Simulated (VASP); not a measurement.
# GaSb (I-4m2) in VASP: notebook

GaSb is run at these levels: PBEsol; tasks: single point.

Program: VASP 6.6.1. These are calculated values, not measurements. Logs are shortened: lines on timing, memory, paths and dates and some standing lists are left out, and cuts for length are marked.

## 1. The cell of the first run

The structure is tetragonal, space group I-4m2 (No. 119). Conventional cell: a = 4.321 Å, b = 4.321 Å, c = 5.806 Å, α = 90.00°, β = 90.00°, γ = 90.00°. Ga (site symmetry -4m2) has 4 Sb at 2.60 Å within 3.4 Å. Sb (site symmetry -4m2) has 4 Ga at 2.60 Å within 3.4 Å.

## 2. Single point, PBEsol (strain +0.000 along x and y, -0.050 along z)

The input, INCAR:

```
ALGO = Normal
EDIFF = 1E-6
ENCUT = 520
GGA = PS
ISIF = 2
ISMEAR = 0
LASPH = T
LCHARG = F
LREAL = F
LWAVE = F
NBANDS = 16
NELM = 80
PREC = Accurate
SIGMA = 0.15
```

The input, KPOINTS:

```
k-points
0
Gamma
  18 18 18
```

The input, POSCAR:

```
GaSb
1.0
    0.0000000000      3.0556140972      2.9028333923
    3.0556140972      0.0000000000      2.9028333923
    3.0556140972      3.0556140972      0.0000000000
Ga Sb
1 1
Direct
    0.0000000000      0.0000000000      0.0000000000
    0.7500000000      0.7500000000      0.7500000000
```

Potentials or basis: VASP PAW PBE potentials, release 64 (Ga_d, Sb).

Launch:

```sh
cat potpaw_PBE.64/Ga_d/POTCAR potpaw_PBE.64/Sb/POTCAR > POTCAR
mpirun -np 1 vasp_std > vasp.out
```

OUTCAR:

```text
EDIFF = 1E-6
   ENCUT = 520
   GGA = PS
   ISIF = 2
   ISMEAR = 0
   LASPH = T
   LREAL = F
   NELM = 80
   PREC = Accurate

 ion  position               nearest neighbor table
   1  0.000  0.000  0.000-   2 2.60   2 2.60   2 2.60   2 2.60
   2  0.750  0.750  0.750-   1 2.60   1 2.60   1 2.60   1 2.60

  LATTYP: Found a body centered tetragonal cell.
 ALAT       =     4.3212908976
 C/A-ratio  =     1.3435028842

  Lattice vectors:

 A1 = (   0.0000000000,  -3.0556140972,  -2.9028333923)
 A2 = (   0.0000000000,   3.0556140972,  -2.9028333923)
 A3 = (   3.0556140972,   0.0000000000,   2.9028333923)

Analysis of symmetry for initial positions (statically):
=====================================================================
 Subroutine PRICEL returns:
 Original cell was already a primitive cell.

 Routine SETGRP: Setting up the symmetry group for a
 body centered tetragonal supercell.

 Subroutine GETGRP returns: Found  8 space group operations
 (whereof  8 operations were pure point group operations)
 out of a pool of 16 trial point group operations.

The static configuration has the point symmetry D_2d.

Analysis of symmetry for dynamics (positions and initial velocities):
=====================================================================
 Subroutine PRICEL returns:
 Original cell was already a primitive cell.

 Routine SETGRP: Setting up the symmetry group for a
 body centered tetragonal supercell.

 Subroutine GETGRP returns: Found  8 space group operations
 (whereof  8 operations were pure point group operations)
 out of a pool of 16 trial point group operations.

The dynamic configuration has the point symmetry D_2d.

 Subroutine INISYM returns: Found  8 space group operations
 (whereof  8 operations are pure point group operations),
 and found     1 'primitive' translations

----------------------------------------------------------------------------------------

                                     Primitive cell

  volume of cell :      54.2062

  direct lattice vectors                    reciprocal lattice vectors
     0.000000000  3.055614097  2.902833392    -0.163633229  0.163633229  0.172245504
     3.055614097  0.000000000  2.902833392     0.163633229 -0.163633229  0.172245504
     3.055614097  3.055614097  0.000000000     0.163633229  0.163633229 -0.172245504

  length of vectors
     4.214643427  4.214643427  4.321290898     0.288479082  0.288479082  0.288479082

  position of ions in fractional coordinates (direct lattice)
     0.000000000  0.000000000  0.000000000
     0.750000000  0.750000000  0.750000000

  ion indices of the primitive-cell ions
   primitive index   ion index
                 1           1
                 2           2

----------------------------------------------------------------------------------------

 KPOINTS: k-points

Automatic generation of k-mesh.
 Grid dimensions read from file:
 generate k-points for:   18   18   18

 Generating k-lattice:

  Cartesian coordinates                     Fractional coordinates (reciprocal lattice)
    -0.009090735  0.009090735  0.009569195     0.055555556  0.000000000  0.000000000
     0.009090735 -0.009090735  0.009569195     0.000000000  0.055555556  0.000000000
     0.009090735  0.009090735 -0.009569195     0.000000000  0.000000000  0.055555556

  Length of vectors
     0.016026616  0.016026616  0.016026616

  Shift w.r.t. Gamma in fractional coordinates (k-lattice)
     0.000000000  0.000000000  0.000000000

 Subroutine IBZKPT returns following result:
 ===========================================

 Found    480 irreducible k-points:

 Following reciprocal coordinates:
            Coordinates               Weight
  0.000000  0.000000  0.000000      1.000000
  0.055556  0.000000  0.000000      8.000000
  0.111111  0.000000  0.000000      8.000000
  0.166667 -0.000000  0.000000      8.000000
  0.222222  0.000000  0.000000      8.000000
  0.277778  0.000000  0.000000      8.000000
[... 16 lines left out ...]
 -0.277778  0.055556  0.000000      8.000000
 -0.222222  0.055556  0.000000      8.000000
 [... further k-points ...]
   k-points           NKPTS =    480   k-points in BZ     NKDIM =    480   number of bands    NBANDS=     16
   number of dos      NEDOS =    301   number of ions     NIONS =      2
   total plane-waves  NPLWV =  32768
   dimension x,y,z NGX =    32 NGY =   32 NGZ =   32
   dimension x,y,z NGXF=    64 NGYF=   64 NGZF=   64
   ions per type =               1   1
   NGX,Y,Z   is equivalent  to a cutoff of  12.62, 12.62, 12.31 a.u.
   NGXF,Y,Z  is equivalent  to a cutoff of  25.24, 25.24, 24.62 a.u.
 SYSTEM =  unknown system
   PREC   = accura    normal or accurate (medium, high low for compatibility)
   ISTART =      0    job   : 0-new  1-cont  2-samecut
   ICHARG =      2    charge: 1-file 2-atom 10-const
   ISPIN  =      1    spin polarized calculation?
   LNONCOLLINEAR =      F non collinear calculations
   LSORBIT =      F    spin-orbit coupling
   LASPH  =      T    aspherical Exc in radial PAW
   ENCUT  =  520.0 eV  38.22 Ry    6.18 a.u.   7.84  7.84  8.03*2*pi/ulx,y,z
   NELM   =     80;   NELMIN=  2; NELMDL= -5     # of ELM steps
   EDIFF  = 0.1E-05   stopping-criterion for ELM
   LREAL  =      F    real-space projection
   EDIFFG = 0.1E-04   stopping-criterion for IOM
   NSW    =      0    number of steps for IOM
   IBRION =     -1    ionic relax: 0-MD 1-quasi-New 2-CG
   NFREE  =      0    steps in history (QN), initial steepest desc. (CG)
   ISIF   =      2    stress and relaxation
   ISYM   =      2    0-nonsym 1-usesym 2-fastsym
   POTIM  = 0.5000    time-step for ionic-motion
   TEBEG  =    0.0;   TEEND  =   0.0 temperature during run
   PSTRESS=    0.0 pullay stress
   NELECT =      18.0000    total number of electrons
   NUPDOWN=      -1.0000    fix difference up-down
   EMIN   =  10.00;   EMAX   =-10.00  energy-range for DOS
   EFERMI =   0.00;   METHOD = LEGACY
   ISMEAR =     0;   SIGMA  =   0.15  broadening in eV -4-tet -1-fermi 0-gaus
   EFERMI_NEDOS =   21; number of points for ismear=-14 and -15
   IALGO  =     38    algorithm
   IMIX   =      4    mixing-type and parameters
     AMIX     =   0.40;   BMIX     =  1.00
     AMIX_MAG =   1.60;   BMIX_MAG =  1.00
  volume/ion in A,a.u.               =      27.10       182.90
  Fermi-wavevector in a.u.,A,eV,Ry     =   1.133659  2.142306 17.485988  1.285184
  Thomas-Fermi vector in A             =   2.270363
   LORBIT       =      0    0 simple, 1 ext, 2 COOP (PROOUT), +10 PAW based schemes
   GGA     = PS    functional components
   LHFCALC =     F    Hartree Fock is set to
   AEXX    =    0.0000 exact exchange contribution
   IVDW    =     0    specifies the selected vdW correction
   LEPSILON=     F    determine dielectric tensor
   LRPA    =     F    only Hartree local field effects (RPA)
 non-spin polarized calculation
 Gauss-broadening in eV      SIGMA  =   0.15
  energy-cutoff  :      520.00
  volume of cell :       54.21
 maximum number of plane-waves:      1486
   NGX = 15   NGY = 15   NGZ = 17

 number of electron      18.0000002 magnetization

 Free energy of the ion-electron system (eV)
  ---------------------------------------------------
  ext. energy  EPLUGINS =         0.00000000
  ---------------------------------------------------
  free energy    TOTEN  =        -8.11625701 eV

  energy without entropy =       -8.11615426  energy(sigma->0) =       -8.11620563

 E-fermi :   5.5473     XC(G=0):  -9.5093

 val. band max:        5.4951051349   @ k =   0.0000   0.0000   0.0000
 cond. band min:       5.6727427465   @ k =   0.0000   0.0000   0.0000
 fundamental gap:      0.1776376116
 Fermi energy:         5.5472500426

 k-point     1 :       0.0000    0.0000    0.0000
  band No.  band energies     occupation
      1      -9.8115      2.00000
      2      -9.8115      2.00000
      3      -9.8054      2.00000
      4      -9.7531      2.00000
      5      -9.7482      2.00000
      6      -6.5893      2.00000
[... 8 lines left out ...]
     15      13.5756      0.00000
     16      14.3426      0.00000

 k-point     2 :       0.0556    0.0000    0.0000
  band No.  band energies     occupation
      1      -9.8121      2.00000
      2      -9.8111      2.00000
      3      -9.8054      2.00000
      4      -9.7532      2.00000
      5      -9.7483      2.00000
      6      -6.5551      2.00000
[... 8 lines left out ...]
     15      13.2765      0.00000
     16      13.8138      0.00000

 k-point     3 :       0.1111    0.0000    0.0000
  band No.  band energies     occupation
      1      -9.8146      2.00000
      2      -9.8097      2.00000
      3      -9.8050      2.00000
      4      -9.7535      2.00000
      5      -9.7483      2.00000
      6      -6.4533      2.00000
[... 8 lines left out ...]
     15      12.8950      0.00000
     16      13.3520      0.00000

 k-point     4 :       0.1667   -0.0000    0.0000
  band No.  band energies     occupation
      1      -9.8190      2.00000
      2      -9.8078      2.00000
      3      -9.8035      2.00000
      4      -9.7538      2.00000
      5      -9.7483      2.00000
      6      -6.2865      2.00000
[... 8 lines left out ...]
     15      12.6780      0.00000
     16      13.1157      0.00000
[... 324 lines left out ...]
 k-point    22 :      -0.3333    0.0556    0.0000
  band No.  band energies     occupation
      1      -9.8388      2.00000
      2      -9.8005      2.00000
      3      -9.7957      2.00000
      4      -9.7537      2.00000
      5      -9.7481      2.00000
      6      -5.3482      2.00000
[... 8 lines left out ...]
     15      13.2538      0.00000
     16      14.2871      0.00000

 k-point    23 :      -0.2778    0.0556    0.0000
  band No.  band energies     occupation
      1      -9.8336      2.00000
      2      -9.8025      2.00000
      3      -9.7971      2.00000
      4      -9.7536      2.00000
      5      -9.7486      2.00000
      6      -5.6631      2.00000
[... 8 lines left out ...]
     15      12.6827      0.00000
     16      13.9010      0.00000

 k-point    24 :      -0.2222    0.0556    0.0000
  band No.  band energies     occupation
      1      -9.8279      2.00000
      2      -9.8048      2.00000
      3      -9.7989      2.00000
      4      -9.7534      2.00000
      5      -9.7489      2.00000
      6      -5.9523      2.00000
[... 8 lines left out ...]
     15      12.4042      0.00000
     16      13.6631      0.00000

 [... further k-points ...]
[... 5 lines left out ...]
  --------------------------------------------------------------------------------------
  -------------------------------------------------------------------------------------
  Total        0.8084646      0.8084646      1.4974637      0.0000000     -0.0000000      0.0000000
  in kB       23.8958504     23.8958504     44.2606481      0.0000000     -0.0000000      0.0000000
  external PRESSURE =      30.6841163 kB  Pullay stress =       0.0000000 kB

 VOLUME and BASIS-vectors are now :
 -----------------------------------------------------------------------------
  energy-cutoff  :      520.00
  volume of cell :       54.21
      direct lattice vectors                 reciprocal lattice vectors
     0.000000000  3.055614097  2.902833392    -0.163633229  0.163633229  0.172245504
     3.055614097  0.000000000  2.902833392     0.163633229 -0.163633229  0.172245504
     3.055614097  3.055614097  0.000000000     0.163633229  0.163633229 -0.172245504

 POSITION                                       TOTAL-FORCE (eV/Angst)
 -----------------------------------------------------------------------------------
      0.00000      0.00000      0.00000        -0.000000     -0.000000     -0.000000
      4.58342      4.58342      4.35425         0.000000      0.000000      0.000000
 -----------------------------------------------------------------------------------
    total drift:                               -0.000001     -0.000001     -0.000001

  FREE ENERGIE OF THE ION-ELECTRON SYSTEM (eV)
  ---------------------------------------------------
  free  energy   TOTEN  =        -8.1162570070 eV

  energy  without entropy=       -8.1161542602  energy(sigma->0) =       -8.11620563
```

Run time: 3.7 min. Hardware: 1 thread of Intel Xeon 6975P-C (Granite Rapids), shared host; peak memory 0.52 GiB.

Results:

- Free energy: -8.1163 eV
- Pressure: 3.1 GPa
- Band gap on the k mesh: 0.18 eV

Stress tensor (GPa, compression positive):
```
2.39 0.00 0.00
0.00 2.39 0.00
0.00 0.00 4.43
```

Levels at points of the mesh, in eV from the valence-band top:
```
           k point  band 6  band 7  band 8  band 9  band 10  band 11  band 12  band 13
(0.00, 0.00, 0.00)  -12.08   -0.29   -0.29    0.00     0.18     2.47     2.61     2.61
(0.50, 0.00, 0.00)  -10.31   -6.87   -1.64   -1.24     0.23     3.37     3.73     6.11
(0.50, 0.50, 0.00)   -9.26   -7.11   -3.18   -3.18     0.32     0.65     8.85     8.85
(0.50, 0.00, 0.50)   -9.46   -7.36   -2.88   -2.83     0.72     0.98     8.66     8.70
```

Caveat: the cell differs from its parent crystal (strain +0.000 along x and y, -0.050 along z); the cell stands under pressure; semilocal functionals underestimate gaps, and a narrow one can read as zero; the PAW data sets were made with another functional, which shifts forces and pressure a little; spin-orbit coupling is left out, which moves the levels of the heavy elements.

## 3. Single point, PBEsol (strain +0.025 along x and y, -0.050 along z)

The input, INCAR:

```
ALGO     = Normal         # electronic algorithm
EDIFF    = 1E-7           # SCF threshold, eV
ENCUT    = 520            # plane-wave cutoff, eV
GGA      = PS             # functional
ISIF     = 2              # what is computed and relaxed
ISMEAR   = 0              # smearing method
LASPH    = True           # aspherical terms in the spheres
LCHARG   = False          # write CHGCAR
LREAL    = False          # projectors in reciprocal space
LWAVE    = False          # write WAVECAR
NBANDS   = 16             # bands
NELM     = 100            # most SCF steps
PREC     = Accurate       # precision mode
SIGMA    = 0.15           # smearing width, eV
```

KPOINTS is that of step 2.

The input, POSCAR:

```
GaSb
1.0
    0.0000000000      3.1320044496      2.9028333923
    3.1320044496      0.0000000000      2.9028333923
    3.1320044496      3.1320044496      0.0000000000
Ga Sb
1 1
Direct
    0.0000000000      0.0000000000      0.0000000000
    0.7500000000      0.7500000000      0.7500000000
```

Potentials or basis: VASP PAW PBE potentials, release 64 (Ga_d, Sb).

Launch:

```sh
cat potpaw_PBE.64/Ga_d/POTCAR potpaw_PBE.64/Sb/POTCAR > POTCAR
mpirun -np 1 vasp_std > vasp.out
```

Run time: 5.5 min. Hardware: 1 thread of Intel Xeon 6975P-C (Granite Rapids), shared host; peak memory 0.56 GiB.

Results (log left out):

```yaml
Free_energy: -8.1286 eV
Pressure: 0.1 GPa
Band_gap_on_the_k_mesh: 0.18 eV (least direct gap 0.27 eV)
```

Stress tensor (GPa, compression positive):
```
-0.81  0.00  0.00
 0.00 -0.81  0.00
 0.00  0.00  2.03
```

Levels at points of the mesh, in eV from the valence-band top:
| k point | band 5 | band 6 | band 7 | band 8 | band 9 | band 10 | band 11 | band 12 | band 13 | band 14 |
| --- | --- | --- | --- | --- | --- | --- | --- | --- | --- | --- |
| (0.00, 0.00, 0.00) | -15.03 | -11.61 | -0.21 | -0.21 | -0.09 | 0.18 | 2.57 | 2.79 | 2.79 | 5.57 |
| (0.50, 0.00, 0.00) | -15.03 | -9.96 | -6.49 | -1.51 | -0.97 | 0.21 | 3.43 | 3.94 | 6.30 | 8.90 |
| (0.50, 0.50, 0.00) | -15.02 | -8.95 | -6.69 | -2.97 | -2.97 | 0.39 | 0.79 | 8.64 | 8.64 | 10.03 |
| (0.50, 0.00, 0.50) | -15.03 | -9.22 | -7.04 | -2.54 | -2.48 | 0.96 | 1.24 | 8.30 | 8.36 | 9.58 |

Caveat: the cell differs from its parent crystal (strain +0.025 along x and y, -0.050 along z); semilocal functionals underestimate gaps, and a narrow one can read as zero; the PAW data sets were made with another functional, which shifts forces and pressure a little; spin-orbit coupling is left out, which moves the levels of the heavy elements. A k mesh can miss the band edges.
